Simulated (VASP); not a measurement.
# BP in VASP: notebook

Runs on BP. Level: PBE. Tasks: electric field gradients.

Everything below comes from runs of VASP 6.6.1. Logs are shortened: lines on timing, memory, paths and dates and some standing lists are left out, and cuts for length are marked.

## 1. The cell of the first run

It takes space group F-43m (No. 216, cubic). Conventional cell: a = 4.538 Å, b = 4.538 Å, c = 4.538 Å, α = 90.00°, β = 90.00°, γ = 90.00°. B (site symmetry -43m) has 4 P at 1.97 Å within 2.6 Å. Within 2.6 Å of P (site symmetry -43m) lie 4 B at 1.97 Å.

## 2. Electric field gradients, PBE

The input, INCAR:

```
ALGO = Normal
EDIFF = 1E-8
ENCUT = 520
GGA = PE
ISIF = 2
ISMEAR = -1
LASPH = T
LCHARG = F
LEFG = T
LREAL = F
LWAVE = F
NBANDS = 11
NELM = 80
PREC = Accurate
SIGMA = 0.08
```

The input, KPOINTS:

```
k-points
0
Gamma
  6 6 6
```

The input, POSCAR:

```
BP
1.0
    0.0000000000      2.2690000000      2.2690000000
    2.2690000000      0.0000000000      2.2690000000
    2.2690000000      2.2690000000      0.0000000000
B P
1 1
Direct
    0.0000000000      0.0000000000      0.0000000000
    0.7500000000      0.7500000000      0.7500000000
```

Potentials or basis: VASP PAW PBE potentials, release 64 (B, P).

On the command line:

```sh
$ cat potpaw_PBE.64/B/POTCAR potpaw_PBE.64/P/POTCAR > POTCAR
$ mpirun -np 1 vasp_std > vasp.out
```

OUTCAR:

```text
EDIFF = 1E-8
   ENCUT = 520
   GGA = PE
   ISIF = 2
   ISMEAR = -1
   LASPH = T
   LREAL = F
   NELM = 80
   PREC = Accurate

 ion  position               nearest neighbor table
   1  0.000  0.000  0.000-   2 1.97   2 1.97   2 1.97   2 1.97
   2  0.750  0.750  0.750-   1 1.97   1 1.97   1 1.97   1 1.97

  LATTYP: Found a face centered cubic cell.
 ALAT       =     4.5380000000

  Lattice vectors:

 A1 = (   0.0000000000,   2.2690000000,   2.2690000000)
 A2 = (   2.2690000000,   0.0000000000,   2.2690000000)
 A3 = (   2.2690000000,   2.2690000000,   0.0000000000)

Analysis of symmetry for initial positions (statically):
=====================================================================
 Subroutine PRICEL returns:
 Original cell was already a primitive cell.

 Routine SETGRP: Setting up the symmetry group for a
 face centered cubic supercell.

 Subroutine GETGRP returns: Found 24 space group operations
 (whereof 24 operations were pure point group operations)
 out of a pool of 48 trial point group operations.

The static configuration has the point symmetry T_d .

Analysis of symmetry for dynamics (positions and initial velocities):
=====================================================================
 Subroutine PRICEL returns:
 Original cell was already a primitive cell.

 Routine SETGRP: Setting up the symmetry group for a
 face centered cubic supercell.

 Subroutine GETGRP returns: Found 24 space group operations
 (whereof 24 operations were pure point group operations)
 out of a pool of 48 trial point group operations.

The dynamic configuration has the point symmetry T_d .

 Subroutine INISYM returns: Found 24 space group operations
 (whereof 24 operations are pure point group operations),
 and found     1 'primitive' translations

----------------------------------------------------------------------------------------

                                     Primitive cell

  volume of cell :      23.3633

  direct lattice vectors                    reciprocal lattice vectors
[... 121 lines left out ...]
  free energy    TOTEN  =       -12.91332829 eV

  energy without entropy =      -12.91331321  energy(sigma->0) =      -12.91332075

 E-fermi :   8.0741     XC(G=0): -10.9043

 val. band max:        7.4390649946   @ k =   0.0000   0.0000   0.0000
 cond. band min:       8.7680439631   @ k =   0.5000   0.5000   0.0000
 fundamental gap:      1.3289789686
 Fermi energy:         8.0741272652

 k-point     1 :       0.0000    0.0000    0.0000
  band No.  band energies     occupation
      1      -8.0235      2.00000
      2       7.4391      1.99929
      3       7.4391      1.99929
      4       7.4391      1.99929
      5      10.8370      0.00000
      6      10.8370      0.00000
      7      10.8370      0.00000
      8      14.8135      0.00000
      9      18.9503      0.00000
     10      19.5638      0.00000
     11      19.5638      0.00000
[... 197 lines left out ...]
 k-point    16 :      -0.3333    0.5000    0.1667
  band No.  band energies     occupation
      1      -2.9693      2.00000
      2      -0.7858      2.00000
      3       2.1367      2.00000
      4       2.2604      2.00000
      5      11.2697      0.00000
      6      11.8871      0.00000
      7      16.5645      0.00000
      8      17.2185      0.00000
      9      20.3812      0.00000
     10      23.6354      0.00000
     11      23.9145      0.00000

------------------------ aborting loop because EDIFF is reached ----------------------------------------

  FORCE on cell =-STRESS in cart. coord.  units (eV):
  Direction    XX          YY          ZZ          XY          YZ          ZX
  --------------------------------------------------------------------------------------
  -------------------------------------------------------------------------------------
  Total        0.1502657      0.1502657      0.1502657     -0.0000000     -0.0000000     -0.0000000
  in kB       10.3047388     10.3047388     10.3047388     -0.0000000     -0.0000000     -0.0000000
  external PRESSURE =      10.3047388 kB  Pullay stress =       0.0000000 kB

 VOLUME and BASIS-vectors are now :
 -----------------------------------------------------------------------------
  energy-cutoff  :      520.00
  volume of cell :       23.36
      direct lattice vectors                 reciprocal lattice vectors
     0.000000000  2.269000000  2.269000000    -0.220361393  0.220361393  0.220361393
     2.269000000  0.000000000  2.269000000     0.220361393 -0.220361393  0.220361393
     2.269000000  2.269000000  0.000000000     0.220361393  0.220361393 -0.220361393

 POSITION                                       TOTAL-FORCE (eV/Angst)
 -----------------------------------------------------------------------------------
      0.00000      0.00000      0.00000        -0.000000     -0.000000     -0.000000
      3.40350      3.40350      3.40350         0.000000      0.000000      0.000000
 -----------------------------------------------------------------------------------
    total drift:                               -0.000000     -0.000000     -0.000000

  FREE ENERGIE OF THE ION-ELECTRON SYSTEM (eV)
  ---------------------------------------------------
  free  energy   TOTEN  =       -12.9133282915 eV

  energy  without entropy=      -12.9133132132  energy(sigma->0) =      -12.91332075

 Electric field gradients (V/A^2)
---------------------------------------------------------------------
 ion       V_xx      V_yy      V_zz      V_xy      V_xz      V_yz
---------------------------------------------------------------------
   1       0.000     0.000    -0.000     0.000     0.000     0.000
   2       0.000    -0.000    -0.000    -0.000    -0.000    -0.000
---------------------------------------------------------------------

 Electric field gradients after diagonalization (V/A^2)
 (convention: |V_zz| > |V_xx| > |V_yy|)
----------------------------------------------------------------------
 ion       V_xx      V_yy      V_zz     asymmetry (V_yy - V_xx)/ V_zz
----------------------------------------------------------------------
   1      -0.000    -0.000     0.000       0.000
   2       0.000     0.000    -0.000       0.000
----------------------------------------------------------------------

           NMR quadrupolar parameters

 Cq : quadrupolar parameter    Cq=e*Q*V_zz/h
 eta: asymmetry parameters     (V_yy - V_xx)/ V_zz
 Q  : nuclear electric quadrupole moment in mb (millibarn)
----------------------------------------------------------------------
 ion       Cq(MHz)       eta       Q (mb)
----------------------------------------------------------------------
   1       0.000       0.000       1.000
   2      -0.000       0.000       1.000
----------------------------------------------------------------------
```

stdout:

```text
POSCAR found type information on POSCAR B P
 POSCAR found :  2 types and       2 ions
 scaLAPACK will be used
 LDA part: xc-table for (Slater+PW92), standard interpolation
 POSCAR, INCAR and KPOINTS ok, starting setup
 FFT: planning ... GRIDC
 FFT: planning ... GRID_SOFT
 FFT: planning ... GRID
 WAVECAR not read
 entering main loop
ion   1

ion   2
```

It took 4.2 s on 1 thread of Intel Xeon 8259CL, shared host; peak memory 0.13 GiB.

Results:

| Item | Value |
| --- | --- |
| Free energy | -12.9133 eV |
| Pressure | 1.0 GPa |
| Band gap on the k mesh | 1.33 eV, indirect (least direct gap 3.40 eV) |

Caveat: without QUAD_EFG the Cq values of the log hold for a quadrupole moment of 1 mb, not for the nuclei. As with any semilocal functional, this PBE gap is likely too small.

## 3. Electric field gradients, PBE

The input, INCAR:

```
SYSTEM = BP
  PREC = Accurate
  ENCUT = 520
  EDIFF = 1E-8
  ISMEAR = -1
  SIGMA = 0.08
  LREAL = .FALSE.
  LASPH = .TRUE.
  NELM = 80
  ALGO = Normal
  ISIF = 2
  LWAVE = .FALSE.
  LCHARG = .FALSE.
  GGA = PE
  LEFG = .TRUE.
  NBANDS = 11
```

The input, KPOINTS:

```
Automatic mesh
0
G
  9 9 9
  0 0 0
```

POSCAR is that of step 2.

Potentials or basis: VASP PAW PBE potentials, release 64 (B, P).

On the command line:

```sh
$ cat potpaw_PBE.64/B/POTCAR potpaw_PBE.64/P/POTCAR > POTCAR
$ mpirun -np 1 vasp_std > vasp.out
```

OUTCAR:

```text
SYSTEM = BP
   PREC = Accurate
   ENCUT = 520
   EDIFF = 1E-8
   ISMEAR = -1
   LREAL = .FALSE.
   LASPH = .TRUE.
   NELM = 80
   ISIF = 2
   GGA = PE

 ion  position               nearest neighbor table
   1  0.000  0.000  0.000-   2 1.97   2 1.97   2 1.97   2 1.97
   2  0.750  0.750  0.750-   1 1.97   1 1.97   1 1.97   1 1.97

  LATTYP: Found a face centered cubic cell.
 ALAT       =     4.5380000000

  Lattice vectors:

 A1 = (   0.0000000000,   2.2690000000,   2.2690000000)
 A2 = (   2.2690000000,   0.0000000000,   2.2690000000)
[... 547 lines left out ...]
  ---------------------------------------------------
  free  energy   TOTEN  =       -12.9299719636 eV

  energy  without entropy=      -12.9299639674  energy(sigma->0) =      -12.92996797

 Electric field gradients (V/A^2)
---------------------------------------------------------------------
 ion       V_xx      V_yy      V_zz      V_xy      V_xz      V_yz
---------------------------------------------------------------------
   1       0.000    -0.000    -0.000     0.000     0.000     0.000
   2       0.000    -0.000    -0.000    -0.000    -0.000    -0.000
---------------------------------------------------------------------

 Electric field gradients after diagonalization (V/A^2)
 (convention: |V_zz| > |V_xx| > |V_yy|)
----------------------------------------------------------------------
 ion       V_xx      V_yy      V_zz     asymmetry (V_yy - V_xx)/ V_zz
----------------------------------------------------------------------
   1      -0.000    -0.000     0.000       0.000
   2       0.000     0.000    -0.000       0.000
----------------------------------------------------------------------

           NMR quadrupolar parameters

 Cq : quadrupolar parameter    Cq=e*Q*V_zz/h
 eta: asymmetry parameters     (V_yy - V_xx)/ V_zz
 Q  : nuclear electric quadrupole moment in mb (millibarn)
----------------------------------------------------------------------
 ion       Cq(MHz)       eta       Q (mb)
----------------------------------------------------------------------
   1       0.000       0.000       1.000
   2      -0.000       0.000       1.000
----------------------------------------------------------------------
```

It took 7 s on 1 thread of Intel Xeon 8259CL, shared host; peak memory 0.14 GiB.

What came out:

```
Free energy            : -12.9300 eV
Pressure               : 0.9 GPa
Band gap on the k mesh : 1.26 eV, indirect (least direct gap 3.40 eV)
```

Caveat: without QUAD_EFG the Cq values of the log hold for a quadrupole moment of 1 mb, not for the nuclei.

[end of part 1 of 3]
